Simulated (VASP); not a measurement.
Crystal: Se.

```
CELL_PARAMETERS angstrom
3.10000 0.00000 0.00000
-1.55000 2.68468 0.00000
0.00000 0.00000 5.06230
ATOMIC_POSITIONS crystal
Se 0.33333 0.66667 0.25000
Se 0.66667 0.33333 0.75000
```

```yaml
Program: VASP 6.6.1
Task: relaxation of cell and atoms
Functional: PBE
Potentials_or_basis: VASP PAW PBE potentials, release 64 (Se)
Cutoff: 600 eV
k_mesh: 6 × 6 × 4
Occupations: fermi-dirac, width 0.01 eV
Spin: no spin polarisation
```

At the start: pressure -1.5 GPa; volume 21.07 Å³/atom.

Problem. Where does the relaxation end?

Solution. Over 18 steps the energy falls by 359.3 meV/atom and the volume is 21.94 Å³/atom (+4.2 %); space group P6_3/mmc (No. 194, to 0.05 Å).

Step by step:
```
step  energy change (eV)  largest force (eV/Å)  pressure (GPa)  volume (Å³)
   1              0.0000                0.0000           -1.55        42.13
   2             -0.1019                0.0000            0.50        40.86
   3             -0.3786                0.0000           12.89        36.59
   4             -0.3940                0.0000            5.80        38.11
   5             -0.3996                0.0000            9.60        37.31
   6             -0.4276                0.0000            9.78        37.44
   7             -0.5197                0.0000           10.28        37.78
   8             -0.4582                0.0000           14.71        38.15
   9             -0.5357                0.0000           12.05        38.03
  10             -0.5471                0.0000           11.18        37.95
  11             -0.6171                0.0000            7.96        39.15
  12             -0.7080                0.0000            1.27        42.59
  13             -0.7137                0.0000           -0.22        43.60
  14             -0.7138                0.0000           -0.42        43.75
  15             -0.7158                0.0000           -0.42        43.81
  16             -0.7182                0.0000           -0.29        43.95
  17             -0.7184                0.0000           -0.27        44.00
  18             -0.7185                0.0000           -0.10        43.89
```

Final structure:
```
CELL_PARAMETERS angstrom
3.59749 0.00000 0.00000
-1.79875 3.11552 0.00000
0.00000 0.00000 3.91588
ATOMIC_POSITIONS crystal
Se 0.33333 0.66667 0.25000
Se 0.66667 0.33333 0.75000
```

Caveat: the k points lie up to 0.40 Å⁻¹ apart in the final cell.
